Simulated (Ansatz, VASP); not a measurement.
## Rb in VASP and in Ansatz

```xyz
2
Lattice="0.0000 3.7337 3.7337 3.7337 0.0000 3.7337 3.7337 3.7337 0.0000" Properties=species:S:1:pos:R:3 pbc="T T T"
Rb   -0.9334   -0.9334   -0.9334
Rb    0.9334    0.9334    0.9334
```

Change from the starting cell: volume scaled by 0.4, LAPW.

Alike in both runs: task single point; functional PBEsol; k mesh 8 × 8 × 8; occupations fermi-dirac, width 0.05 eV; no spin polarisation.

|  | VASP | Ansatz |
| --- | --- | --- |
| version | VASP 6.6.1 | Ansatz 0.2.0 |
| potentials or method | VASP PAW PBE potentials, release 64 (Rb_sv), cutoff 520 eV | all-electron LAPW, scalar-relativistic |

|  | VASP | Ansatz | Ansatz less VASP |
| --- | --- | --- | --- |
| pressure (GPa) | 3.9 | 3.9 | -0.03 |

VASP's potentials were made for PBE, not for PBEsol. Ansatz ran all-electron here, and VASP with PAW potentials.
